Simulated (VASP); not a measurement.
# Si2W3 (P4/mbm) in VASP: relaxation of cell and atoms with PBE

Aim: the relaxation of cell and atoms of Si2W3 with PBE.

All numbers are computed with VASP 6.6.1; they aren't measurements. Logs are shortened: lines on timing, memory, paths and dates and some standing lists are left out, and cuts for length are marked.

**1. The cell of the first run**

It takes space group P4/mbm (No. 127, tetragonal). Conventional cell: a = 6.616 Å, b = 6.616 Å, c = 3.344 Å, α = 90.00°, β = 90.00°, γ = 90.00°. Within 3.4 Å of Si (site symmetry m2m) lie 3 Si at 2.51 to 3.34 Å and 8 W at 2.55 to 2.58 Å. W (site symmetry 4/m) has 4 Si at 2.58 Å and 10 W at 3.00 to 3.34 Å within 3.4 Å. W (site symmetry m2m) has 6 Si at 2.55 to 2.57 Å and 11 W at 2.99 to 3.52 Å within 3.6 Å.

**2. Relaxation of cell and atoms, PBE**

INCAR reads:

```
SYSTEM = Si2W3
PREC = Accurate
ENCUT = 600
EDIFF = 1E-7
ISMEAR = 0
SIGMA = 0.1
LREAL = .FALSE.
LASPH = .TRUE.
NELM = 100
ALGO = Fast
ISIF = 3
LWAVE = .FALSE.
LCHARG = .FALSE.
GGA = PE
IBRION = 2
NSW = 100
EDIFFG = -0.01
KPAR = 4
```

KPOINTS reads:

```
regular mesh
0
G
  6 6 12
  0 0 0
```

POSCAR reads:

```
Si2W3
1.0
    6.6158471100      0.0000000000      0.0000000000
    0.0000000000      6.6158471100      0.0000000000
    0.0000000000      0.0000000000      3.3435049100
Si W
4 6
Direct
    0.6339980100      0.1339980100      0.0000000000
    0.3660019900      0.8660019900      0.0000000000
    0.1339980100      0.3660019900      0.0000000000
    0.8660019900      0.6339980100      0.0000000000
    0.0000000000      0.0000000000      0.0000000000
    0.5000000000      0.5000000000      0.0000000000
    0.1598410200      0.6598410200      0.5000000000
    0.8401589800      0.3401589800      0.5000000000
    0.6598410200      0.8401589800      0.5000000000
    0.3401589800      0.1598410200      0.5000000000
```

Potentials or basis: VASP PAW PBE potentials, release 64 (Si, W_sv).

Run with:

```sh
cat potpaw_PBE.64/Si/POTCAR potpaw_PBE.64/W_sv/POTCAR > POTCAR
mpirun -np 4 vasp_std > vasp.out
```

OUTCAR:

```text
SYSTEM = Si2W3
   PREC = Accurate
   ENCUT = 600
   EDIFF = 1E-7
   ISMEAR = 0
   LREAL = .FALSE.
   LASPH = .TRUE.
   NELM = 100
   ISIF = 3
   GGA = PE
   IBRION = 2
   NSW = 100
   EDIFFG = -0.01

 ion  position               nearest neighbor table
   1  0.634  0.134  0.000-   2 2.51   8 2.55   8 2.55  10 2.57   9 2.57   9 2.57  10 2.57   5 2.58
                             6 2.58
   2  0.366  0.866  0.000-   1 2.51   7 2.55   7 2.55  10 2.57   9 2.57   9 2.57  10 2.57   5 2.58
                             6 2.58
   3  0.134  0.366  0.000-   4 2.51  10 2.55  10 2.55   7 2.57   7 2.57   8 2.57   8 2.57   5 2.58
                             6 2.58
   4  0.866  0.634  0.000-   3 2.51   9 2.55   9 2.55   7 2.57   7 2.57   8 2.57   8 2.57   5 2.58
                             6 2.58
   5  0.000  0.000  0.000-   1 2.58   2 2.58   3 2.58   4 2.58   7 3.00   8 3.00   9 3.00  10 3.00
                             7 3.00   8 3.00   9 3.00  10 3.00
   6  0.500  0.500  0.000-   1 2.58   2 2.58   3 2.58   4 2.58   7 3.00   8 3.00   9 3.00  10 3.00
                             7 3.00   8 3.00   9 3.00  10 3.00
   7  0.160  0.660  0.500-   2 2.55   2 2.55   4 2.57   3 2.57   3 2.57   4 2.57   8 2.99   5 3.00
                             6 3.00   5 3.00   6 3.00
   8  0.840  0.340  0.500-   1 2.55   1 2.55   4 2.57   3 2.57   3 2.57   4 2.57   7 2.99   5 3.00
                             6 3.00   5 3.00   6 3.00
   9  0.660  0.840  0.500-   4 2.55   4 2.55   1 2.57   1 2.57   2 2.57   2 2.57  10 2.99   5 3.00
                             6 3.00   5 3.00   6 3.00
  10  0.340  0.160  0.500-   3 2.55   3 2.55   1 2.57   1 2.57   2 2.57   2 2.57   9 2.99   5 3.00
                             6 3.00   5 3.00   6 3.00

  LATTYP: Found a simple tetragonal cell.
 ALAT       =     6.6158471100
 C/A-ratio  =     0.5053782009

  Lattice vectors:

 A1 = (   6.6158471100,   0.0000000000,   0.0000000000)
 A2 = (   0.0000000000,   6.6158471100,   0.0000000000)
 A3 = (   0.0000000000,   0.0000000000,   3.3435049100)

Analysis of symmetry for initial positions (statically):
=====================================================================
 Subroutine PRICEL returns:
 Original cell was already a primitive cell.

 Routine SETGRP: Setting up the symmetry group for a
 simple tetragonal supercell.

 Subroutine GETGRP returns: Found 16 space group operations
 (whereof  8 operations were pure point group operations)
 out of a pool of 16 trial point group operations.

The static configuration has the point symmetry C_4h.
 The point group associated with its full space group is D_4h.

Analysis of symmetry for dynamics (positions and initial velocities):
=====================================================================
[... 135 lines left out ...]
   POTIM  = 0.5000    time-step for ionic-motion
   TEBEG  =    0.0;   TEEND  =   0.0 temperature during run
   PSTRESS=    0.0 pullay stress
   NELECT =     100.0000    total number of electrons
   NUPDOWN=      -1.0000    fix difference up-down
   EMIN   =  10.00;   EMAX   =-10.00  energy-range for DOS
   EFERMI =   0.00;   METHOD = LEGACY
   ISMEAR =     0;   SIGMA  =   0.10  broadening in eV -4-tet -1-fermi 0-gaus
   EFERMI_NEDOS =   21; number of points for ismear=-14 and -15
   IALGO  =     68    algorithm
   IMIX   =      4    mixing-type and parameters
     AMIX     =   0.40;   BMIX     =  1.00
     AMIX_MAG =   1.60;   BMIX_MAG =  1.00
  volume/ion in A,a.u.               =      14.63        98.76
  Fermi-wavevector in a.u.,A,eV,Ry     =   1.441951  2.724892 28.289546  2.079223
  Thomas-Fermi vector in A             =   2.560526
   LORBIT       =      0    0 simple, 1 ext, 2 COOP (PROOUT), +10 PAW based schemes
   GGA     = PE    functional components
   LHFCALC =     F    Hartree Fock is set to
   AEXX    =    0.0000 exact exchange contribution
   IVDW    =     0    specifies the selected vdW correction
   LEPSILON=     F    determine dielectric tensor
   LRPA    =     F    only Hartree local field effects (RPA)
 conjugate gradient relaxation of ions
 non-spin polarized calculation
 RMM-DIIS sequential band-by-band and
 Gauss-broadening in eV      SIGMA  =   0.10
  energy-cutoff  :      600.00
  volume of cell :      146.34
 maximum number of plane-waves:      4924
 NGX is ok and might be reduce to    54
   NGX = 27   NGY = 27   NGZ = 13

--------------------------------------- Ionic step        1  -------------------------------------------

 number of electron     100.0000001 magnetization

 Free energy of the ion-electron system (eV)
  ---------------------------------------------------
  ext. energy  EPLUGINS =         0.00000000
  ---------------------------------------------------
  free energy    TOTEN  =       -99.27686158 eV

  energy without entropy =      -99.24757530  energy(sigma->0) =      -99.26221844

------------------------ aborting loop because EDIFF is reached ----------------------------------------

  FORCE on cell =-STRESS in cart. coord.  units (eV):
  Direction    XX          YY          ZZ          XY          YZ          ZX
  --------------------------------------------------------------------------------------
  -------------------------------------------------------------------------------------
  Total       -0.6918380     -0.6918380     -1.4301976      0.0000000      0.0000000      0.0000000
  in kB       -7.5742927     -7.5742927    -15.6579077      0.0000000      0.0000000      0.0000000
  external PRESSURE =     -10.2688310 kB  Pullay stress =       0.0000000 kB
[... 295 lines left out ...]
--------------------------------------- Ionic step        8  -------------------------------------------

 number of electron     100.0000005 magnetization

 Free energy of the ion-electron system (eV)
  ---------------------------------------------------
  ext. energy  EPLUGINS =         0.00000000
  ---------------------------------------------------
  free energy    TOTEN  =       -99.28100578 eV

  energy without entropy =      -99.25140204  energy(sigma->0) =      -99.26620391

 E-fermi :  11.7196     XC(G=0): -12.9437

 val. band max:       11.7173954704   @ k =   0.1667   0.1667   0.0000
 cond. band min:      11.7343963112   @ k =   0.0000   0.0000   0.2500
 fundamental gap:      0.0170008408
 Fermi energy:        11.7196026918

 k-point     1 :       0.0000    0.0000    0.0000
  band No.  band energies     occupation
      1     -62.6608      2.00000
      2     -62.6546      2.00000
      3     -62.6466      2.00000
      4     -62.6466      2.00000
      5     -62.3582      2.00000
      6     -62.3559      2.00000
[... 1501 lines left out ...]
     59      13.8820      0.00000
     60      13.8820      0.00000

 [... further k-points ...]
[... 5 lines left out ...]
  --------------------------------------------------------------------------------------
  -------------------------------------------------------------------------------------
  Total        0.0961695      0.0961695      0.0832634      0.0000000      0.0000000     -0.0000000
  in kB        1.0578978      1.0578978      0.9159258      0.0000000      0.0000000     -0.0000000
  external PRESSURE =       1.0105738 kB  Pullay stress =       0.0000000 kB
[... 25 lines left out ...]
  FREE ENERGIE OF THE ION-ELECTRON SYSTEM (eV)
  ---------------------------------------------------
  free  energy   TOTEN  =       -99.2810057772 eV

  energy  without entropy=      -99.2514020392  energy(sigma->0) =      -99.26620391

 reached required accuracy - stopping structural energy minimisation
```

OSZICAR:

```text
N       E                     dE             d eps       ncg     rms          rms(c)
DAV:   1     0.130662972029E+04    0.13066E+04   -0.59214E+04  8416   0.203E+03
[... 103 lines left out ...]
RMM:   4    -0.992810058976E+02   -0.31338E-05   -0.70622E-05  9902   0.377E-02    0.321E-02
RMM:   5    -0.992810069442E+02   -0.10466E-05   -0.44621E-05  8681   0.271E-02    0.126E-02
RMM:   6    -0.992810067261E+02    0.21808E-06   -0.10445E-05  9139   0.155E-02    0.107E-02
RMM:   7    -0.992810056607E+02    0.10654E-05   -0.23286E-06  9146   0.821E-03    0.593E-03
RMM:   8    -0.992810054870E+02    0.17377E-06   -0.42156E-06  8607   0.677E-03    0.180E-03
RMM:   9    -0.992810057802E+02   -0.29326E-06   -0.73312E-07  8468   0.345E-03    0.634E-04
RMM:  10    -0.992810057772E+02    0.30432E-08   -0.19826E-07  5504   0.150E-03
   8 F= -.99281006E+02 E0= -.99266204E+02  d E =-.117260E-04
```

CONTCAR:

```text
Si2W3
   1.00000000000000
     6.6233665276947224    0.0000000000000000   -0.0000000000000000
     0.0000000000000000    6.6233665276947224   -0.0000000000000000
    -0.0000000000000000   -0.0000000000000000    3.3200653097777630
  Si              W
     4     6
Direct
     0.6340733455781399    0.1340733455781399    0.0000000000000000
     0.3659266544218601    0.8659266544218601    1.0000000000000000
     0.1340733455781399    0.3659266544218601    1.0000000000000000
     0.8659266544218601    0.6340733455781399    0.0000000000000000
     0.0000000000000000    0.0000000000000000    0.0000000000000000
     0.5000000000000000    0.5000000000000000    0.0000000000000000
     0.1597534934243041    0.6597534934243041    0.5000000000000000
     0.8402465065756959    0.3402465065756959    0.5000000000000000
     0.6597534934243041    0.8402465065756959    0.5000000000000000
     0.3402465065756959    0.1597534934243041    0.5000000000000000

  0.00000000E+00  0.00000000E+00  0.00000000E+00
  0.00000000E+00  0.00000000E+00  0.00000000E+00
  0.00000000E+00  0.00000000E+00  0.00000000E+00
  0.00000000E+00  0.00000000E+00  0.00000000E+00
  0.00000000E+00  0.00000000E+00  0.00000000E+00
  0.00000000E+00  0.00000000E+00  0.00000000E+00
  0.00000000E+00  0.00000000E+00  0.00000000E+00
  0.00000000E+00  0.00000000E+00  0.00000000E+00
  0.00000000E+00  0.00000000E+00  0.00000000E+00
  0.00000000E+00  0.00000000E+00  0.00000000E+00
```

It took 37 min on 4 MPI ranks of Oxide Virtual Turin-like, shared host; peak memory 0.65 GiB.

What came out:

- Free energy: -99.2810 eV
- Relaxed volume: 14.56 Å³/atom
- Relaxed cell: a = 6.623 Å, b = 6.623 Å, c = 3.320 Å, α = 90.00°, β = 90.00°, γ = 90.00°
- Space group after relaxing (to 0.1 Å): P4/mbm (No. 127)
- Energy gained by relaxing: 0.4 meV/atom
- Ionic steps: 8
- Pressure after relaxing: 0.1 GPa
- Largest force after relaxing: 0.009 eV/Å
- Band gap on the k mesh: zero (bands 50 and 51 overlap by 1.64 eV)

Forces in eV/Å, atoms in the order of the input:
```
Si   0.007  0.007  0.000
Si  -0.007 -0.007  0.000
Si   0.007 -0.007  0.000
Si  -0.007  0.007  0.000
W    0.000  0.000  0.000
W    0.000  0.000  0.000
W    0.002  0.002  0.000
W   -0.002 -0.002  0.000
W    0.002 -0.002  0.000
W   -0.002  0.002  0.000
```

Step by step:
| step | energy change (eV) | largest force (eV/Å) | pressure (GPa) | volume (Å³) |
| --- | --- | --- | --- | --- |
| 1 | 0.0000 | 0.0161 | -1.03 | 146.34 |
| 2 | 0.0068 | 0.0301 | 2.46 | 144.37 |
| 3 | -0.0025 | 0.0142 | 0.14 | 145.66 |
| 4 | -0.0037 | 0.0118 | 0.08 | 145.67 |
| 5 | -0.0040 | 0.0335 | 0.02 | 145.68 |
| 6 | -0.0041 | 0.0117 | -0.05 | 145.73 |
| 7 | -0.0041 | 0.0106 | -0.04 | 145.72 |
| 8 | -0.0041 | 0.0093 | 0.10 | 145.65 |

Final structure:
```
Si W
1.0
     6.62337    0.00000    0.00000
     0.00000    6.62337    0.00000
     0.00000    0.00000    3.32007
Si W
4 6
Cartesian
  4.1997 0.8880 0.0000
  2.4237 5.7353 3.3201
  0.8880 2.4237 3.3201
  5.7353 4.1997 0.0000
  0.0000 0.0000 0.0000
  3.3117 3.3117 0.0000
  1.0581 4.3698 1.6600
  5.5653 2.2536 1.6600
  4.3698 5.5653 1.6600
  2.2536 1.0581 1.6600
```

Levels at points of the mesh, in eV from the Fermi level:
| k point | band 47 | band 48 | band 49 | band 50 | band 51 | band 52 | band 53 | band 54 |
| --- | --- | --- | --- | --- | --- | --- | --- | --- |
| (0.00, 0.00, 0.00) | -0.87 | -0.87 | -0.54 | -0.10 | -0.10 | 0.11 | 0.73 | 0.82 |
| (0.50, 0.00, 0.00) | -0.95 | -0.95 | -0.76 | -0.76 | -0.65 | -0.65 | 0.53 | 0.53 |
| (0.50, 0.50, 0.00) | -1.38 | -1.38 | -0.10 | -0.10 | -0.02 | -0.02 | 0.02 | 0.02 |
| (0.00, 0.00, 0.50) | -2.03 | -1.53 | -1.45 | -1.43 | 1.56 | 1.81 | 1.81 | 1.82 |
| (0.50, 0.00, 0.50) | -0.43 | -0.43 | 0.06 | 0.06 | 0.61 | 0.61 | 1.66 | 1.66 |
| (0.50, 0.50, 0.50) | -0.21 | -0.21 | 1.00 | 1.00 | 1.31 | 1.31 | 1.41 | 1.41 |

Caveat: spin-orbit coupling is left out, which moves the levels of the heavy elements.
